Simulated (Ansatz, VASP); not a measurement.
# CdS in VASP and in Ansatz

```
CELL_PARAMETERS angstrom
3.38691 0.00000 0.00000
0.00000 3.38691 0.00000
0.00000 0.00000 3.38691
ATOMIC_POSITIONS crystal
Cd 0.00000 0.00000 0.00000
S 0.50000 0.50000 0.50000
```

Alike in both runs: task single point; functional PBE-based screened hybrid with a share of 0.15 of exact exchange and HFSCREEN = 0.3; k mesh 4 × 4 × 4; occupations fermi-dirac, width 0.02 eV; no spin polarisation.

|  | VASP | Ansatz |
| --- | --- | --- |
| version | VASP 6.6.1 | Ansatz 0.2.0 |
| potentials or method | VASP PAW PBE potentials, release 64 (Cd, S) | plane waves |
| plane-wave cutoff (eV) | 520 | 420 |
| valence electrons in the cell | 18 | 26 |

```tsv
	VASP	Ansatz	Ansatz less VASP
pressure (GPa)	1.5	1.2	-0.30
```

VASP's potentials were made for PBE, not for PBE-based screened hybrid. The functional is the same, so the differences come from potentials, cutoffs and numerics. VASP's potentials hold 18 valence electrons a cell and Ansatz's 26, so a difference there can come from the potentials and not from the codes. Ansatz's warnings: filled band counts differ across k points, stress exchange threshold loose, stress scf threshold loose.

The k mesh is coarse, so the values compare programs but aren't converged.
